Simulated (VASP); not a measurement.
## TlSn: relaxation of shape and atoms at fixed volume with LDA

The system is TlSn.

```
Tl Sn
1.0
     3.24572    0.00000    0.00000
     0.00000    3.24572    0.00000
     0.00000    0.00000    4.95398
Tl Sn
1 1
Direct
  0.00000 0.00000 0.00000
  0.50000 0.50000 0.50000
```

```yaml
Program: VASP 6.6.1
Task: relaxation of shape and atoms at fixed volume
Functional: LDA
Potentials_or_basis: VASP PAW LDA potentials, release 64 (Tl_d, Sn_d)
Cutoff: 600 eV
k_mesh: 12 × 12 × 10
Occupations: fermi-dirac, width 0.15 eV
Spin: no spin polarisation
Dipole_correction: no
Further_INCAR_settings: ALGO = Fast; EDIFF = 1e-06; IBRION = 2; EDIFFG = -0.001; NSW = 80; ISIF = 4
```

The energy gained by relaxing is 0.0 meV/atom, the ionic steps are 6 and the pressure after relaxing is 1.2 GPa. The band gap on the k mesh is zero (an odd number of electrons rules out a gap without spin polarisation).

Final structure:
```
Tl Sn
1.0
     3.24644    0.00000    0.00000
     0.00000    3.24644    0.00000
     0.00000    0.00000    4.95177
Tl Sn
1 1
Cartesian
  0.0000 0.0000 0.0000
  1.6232 1.6232 2.4759
```

Levels at points of the mesh, in eV from the Fermi level:
| k point | band 12 | band 13 | band 14 | band 15 | band 16 | band 17 |
| --- | --- | --- | --- | --- | --- | --- |
| (0.00, 0.00, 0.00) | -4.87 | -3.45 | 3.63 | 3.63 | 7.51 | 7.86 |
| (0.50, 0.00, 0.00) | -6.75 | -0.62 | -0.03 | 0.71 | 1.24 | 6.77 |
| (0.50, 0.50, 0.00) | -3.29 | -2.82 | -2.82 | 2.15 | 2.74 | 2.74 |
| (0.00, 0.00, 0.50) | -9.08 | 3.29 | 4.36 | 4.93 | 4.93 | 6.66 |
| (0.50, 0.00, 0.50) | -5.69 | -4.37 | -3.83 | 6.04 | 6.74 | 7.01 |
| (0.50, 0.50, 0.50) | -2.97 | -1.31 | -1.31 | -0.21 | -0.21 | 1.22 |

Run time: 4.2 min on 1 thread of Intel(R) Xeon(R) Platinum 8488C (Sapphire Rapids) (shared host), peak memory 0.31 GiB.

Caveat: spin-orbit coupling is left out, which moves the levels of the heavy elements.
